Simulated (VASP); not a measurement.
Wanted: the native input for a VASP 6.6.1 run.

```yaml
Task: relaxation of cell and atoms
Functional: PBE
Potentials_or_basis: VASP PAW PBE potentials, release 64 (Al, P)
Cutoff: 600 eV
k_mesh: 8 × 8 × 8
Occupations: gaussian, width 0.1 eV
Spin: no spin polarisation
Dipole_correction: no
Further_INCAR_settings: ALGO = Normal; EDIFF = 1e-06; IBRION = 2; EDIFFG = -0.01; NSW = 100; ISIF = 3
```

The structure of AlP7 lies in POSCAR:

```
AlP7
1.0
    5.4312159998      0.0000000000      0.0000000000
    0.0000000000      5.4312159998      0.0000000000
    0.0000000000      0.0000000000      5.4312159998
Al P
1 7
Direct
    0.0000000000      0.0000000000      0.0000000000
    0.2642867253      0.2642867253      0.2642867253
    0.0000000000      0.5000000000      0.5000000000
    0.5000000000      0.5000000000      0.0000000000
    0.5000000000      0.0000000000      0.5000000000
    0.7357132747      0.2642867253      0.7357132747
    0.7357132747      0.7357132747      0.2642867253
    0.2642867253      0.7357132747      0.7357132747
```

The input as run:

INCAR

```
SYSTEM = AlP7
PREC     = Accurate       ! precision mode
ENCUT    = 600            ! plane-wave cutoff, eV
EDIFF    = 1E-6           ! SCF threshold, eV
ISMEAR   = 0              ! smearing method
SIGMA    = 0.1            ! smearing width, eV
LREAL    = .FALSE.        ! projectors in reciprocal space
LASPH    = .TRUE.         ! aspherical terms in the spheres
NELM     = 80             ! most SCF steps
ALGO     = Normal         ! electronic algorithm
ISIF     = 3              ! what is computed and relaxed
LWAVE    = .FALSE.        ! write WAVECAR
LCHARG   = .FALSE.        ! write CHGCAR
GGA      = PE             ! functional
IBRION   = 2              ! ionic algorithm
NSW      = 100            ! ionic steps
EDIFFG   = -0.01          ! ionic threshold
```

KPOINTS

```
regular mesh
0
G
  8 8 8
  0 0 0
```

Potentials or basis: VASP PAW PBE potentials, release 64 (Al, P).

Command:

```console
$ cat potpaw_PBE.64/Al/POTCAR potpaw_PBE.64/P/POTCAR > POTCAR
$ mpirun -np 1 vasp_std > vasp.out
```

Results of the run:

```json
{
 "Relaxed volume": "19.88 Å³/atom",
 "Relaxed cell": "a = 5.418 Å, b = 5.418 Å, c = 5.418 Å, α = 90.00°, β = 90.00°, γ = 90.00°",
 "Space group after relaxing (to 0.05 Å)": "P-43m (No. 215)",
 "Energy gained by relaxing": "0.5 meV/atom",
 "Ionic steps": "5",
 "Pressure after relaxing": "0.0 GPa",
 "Band gap on the k mesh": "zero (band 19 reaches 7.07 eV, above the bottom of band 20 at 5.22 eV)"
}
```

Wall time 2.9 min on 1 thread of Intel(R) Xeon(R) 6975P-C (Granite Rapids), with other jobs on the host, peak memory 0.4 GiB.
